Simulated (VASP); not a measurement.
Runs of VASP 6.6.1 on Nb. The structure is that of space group Im-3m (No. 229), or close to it. The cells are those of the table. 

```tsv
task	cell	cutoff (eV)	gap on the mesh (eV)	pressure (GPa)
single point	a = 2.789 Å, angles 109.5°, 1 atom	520	none	4.9
single point	a = 2.766 Å, angles 109.5°, 1 atom	520	none	9.8
relaxation of cell and atoms	relaxed to 20 GPa from a = 2.882 Å, angles 109.5°, 1 atom	600	none	19.9
relaxation of cell and atoms	relaxed from a = 2.882 Å, angles 109.5°, 1 atom	600	none	-0.1
relaxation of cell and atoms	relaxed to 10 GPa from a = 2.882 Å, angles 109.5°, 1 atom	600	none	10.0
single point	a = 2.813 Å, angles 109.5°, 1 atom	520	none	(a)
single point	a = 2.728 Å, angles 109.5°, 1 atom	520	none	19.9
relaxation of cell and atoms	relaxed to 5 GPa from a = 2.882 Å, angles 109.5°, 1 atom	600	none	5.2
```

Alike in all rows: level LDA; potentials or basis VASP PAW LDA potentials, release 64 (Nb_sv); no spin polarisation; k mesh 18 × 18 × 18; smearing methfessel-paxton 0.05 eV.

Question: Estimate the missing entries.

Answer: (a) -0.2.

Caveats: the cell is relaxed towards a set pressure, so the enthalpy falls and the energy may rise (some runs).

A k mesh can miss the band edges, and the runs leave out spin-orbit coupling on Nb.

A gap of «none» marks levels without a gap at the run's occupations.
